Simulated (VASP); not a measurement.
The system is Os.

```
Os
1.0
     2.67829    0.00000    0.00000
    -1.33914    2.31946    0.00000
     0.00000    0.00000    4.23152
Os
2
Direct
  0.66667 0.33333 0.75000
  0.33333 0.66667 0.25000
```

Base run:

* Program: VASP 6.6.1
* Functional: LDA
* Potentials or basis: VASP PAW LDA potentials, release 64 (Os_sv_GW)
* Cutoff: 560 eV
* k mesh: 11 × 11 × 6
* Occupations: fermi-dirac, width 0.05 eV
* Spin: no spin polarisation

Its results: band gap on the k mesh zero (bands 16 and 17 overlap by 4.31 eV); pressure 21.4 GPa.

Q: The run is repeated on the same cell with these changes: potentials or basis from VASP PAW LDA potentials, release 64 (Os_sv_GW) to VASP PAW LDA potentials, release 64 (Os); cutoff from 560 eV to 520 eV; further incar settings from ALGO = Normal; EDIFF = 1e-06; NBANDS = 23 to ALGO = Normal; EDIFF = 1e-06; NBANDS = 15; valence electrons from 32 to 16. What comes out?

A: Band gap on the k mesh zero (bands 8 and 9 overlap by 4.29 eV); pressure 22.2 GPa.

Caveats: the cell stands under pressure; spin-orbit coupling is left out, which moves the levels of the heavy elements.
